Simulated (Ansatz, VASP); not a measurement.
## Pd: VASP beside Ansatz

Contents of INCAR:

```
PREC = Accurate ; ENCUT = 520
EDIFF = 1E-7 ; ISMEAR = 0
SIGMA = 0.1 ; LREAL = F
LASPH = T ; NELM = 100
ALGO = Normal ; ISIF = 2
LWAVE = F ; LCHARG = T
GGA = PS ; LELF = T
LVHAR = T ; NBANDS = 11
```

The input KPOINTS:

```
Automatic mesh
0
Gamma
  9 9 8
```

File POSCAR:

```
Pd
1.0
    2.6625735786      0.0000000000      0.0000000000
   -1.3312867893      2.3058563585      0.0000000000
    0.0000000000      0.0000000000      2.4878421875
Pd
1
Direct
    0.0000000000      0.0000000000      0.0000000000
```

Input for Ansatz:

```yaml
crystal:
  lattice:
    - [2.6625735786, 0.0, 0.0]
    - [-1.3312867893, 2.3058563585, 0.0]
    - [0.0, 0.0, 2.4878421875]
  atoms:
    - { symbol: Pd, position: [0.0, 0.0, 0.0] }
basis:
  ecutwfc: 420
kpoints:
  mp_grid: { grid: [9, 9, 8] }
hamiltonian:
  xc: pbesol
scf:
  occupations: { method: gaussian, width: 0.1 }
  lower_state_search: "off"
output:
  forces: true
  stress: true
  eigenvalues: true
```

Alike in both runs: task single point; functional PBEsol; k mesh 9 × 9 × 8; occupations gaussian, width 0.1 eV; no spin polarisation.

|  | VASP | Ansatz |
| --- | --- | --- |
| version | VASP 6.6.1 | Ansatz 0.2.0 |
| potentials or method | VASP PAW PBE potentials, release 64 (Pd), cutoff 520 eV | scalar-relativistic, plane waves, PAW |
| valence electrons in the cell | 10 | 18 |

```csv
,VASP,Ansatz,Ansatz less VASP
gap on the k mesh at the Fermi level (eV),none,none,-
pressure (GPa),5.5,6.0,+0.46
"traceless stress, the component that is largest in VASP (GPa)",15.22,15.48,+0.255
```

VASP's potentials were made for PBE, not for PBEsol. A gap of «none» marks a metal or a gap that the smearing closes. VASP's potentials hold 10 valence electrons a cell and Ansatz's 18, so a difference there can come from the potentials and not from the codes.
